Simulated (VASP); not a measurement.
Ba2Os:

```
Os Ba
1.0
     0.00000    4.15764    0.00000
     4.15764    0.00000    0.00000
     2.07882    2.07882   -7.39656
Os Ba
1 2
Direct
  0.00000 0.00000 0.00000
  0.37000 0.37000 0.26000
  0.63000 0.63000 0.74000
```

```yaml
Program: VASP 6.6.1
Task: relaxation of cell and atoms
Functional: PBEsol
Dispersion: D4
Potentials_or_basis: VASP PAW PBE potentials, release 64 (Os, Ba_sv)
Cutoff: 600 eV
k_mesh: 5 × 5 × 5
Occupations: fermi-dirac, width 0.1 eV
Spin: no spin polarisation
```

At the start: pressure -5.0 GPa; volume 42.62 Å³/atom.

Question: How do energy, volume and symmetry change on relaxing?

Answer: Over 19 steps the energy falls by 330.2 meV/atom and the volume is 31.02 Å³/atom (-27.2 %); space group I4/mmm (No. 139, to 0.1 Å) before and after.

The path:
```tsv
step	energy change (eV)	largest force (eV/Å)	pressure (GPa)	volume (Å³)
1	0.0000	0.8866	-5.03	127.86
2	-0.8578	0.3221	-3.29	104.68
3	-0.9404	0.0342	-1.62	99.70
4	-0.8857	0.9904	3.49	90.22
5	-0.9585	0.2843	-0.36	96.75
6	-0.9588	0.3370	-0.09	96.19
7	-0.9816	0.1966	0.05	94.98
8	-0.9899	0.0644	0.20	93.64
9	-0.9899	0.0595	0.21	93.58
10	-0.9900	0.0293	-0.24	94.34
11	-0.9903	0.0134	-0.01	93.97
12	-0.9903	0.0125	-0.03	93.99
13	-0.9903	0.0111	-0.03	93.95
14	-0.9905	0.0113	-0.04	93.82
15	-0.9906	0.0109	-0.05	93.55
16	-0.9907	0.0155	0.01	93.33
17	-0.9907	0.0168	0.03	93.26
18	-0.9907	0.0195	0.06	93.13
19	-0.9907	0.0083	0.04	93.07
```

Final structure:
```cif
data_structure
_symmetry_space_group_name_H-M 'P 1'
_symmetry_Int_Tables_number 1
_cell_length_a 3.6788
_cell_length_b 3.6788
_cell_length_c 7.3522
_cell_angle_alpha 75.512
_cell_angle_beta 75.512
_cell_angle_gamma 90.000
_cell_volume 93.07
loop_
_atom_site_label
_atom_site_type_symbol
_atom_site_fract_x
_atom_site_fract_y
_atom_site_fract_z
_atom_site_occupancy
Os1 Os 0.00000 0.00000 0.00000 1
Ba1 Ba 0.37049 0.37049 0.25902 1
Ba2 Ba 0.62951 0.62951 0.74098 1
```

Caveat: the volume moved by over 15 % at a fixed basis, so the end points are rough; the PAW data sets were made with another functional, which shifts forces and pressure a little.
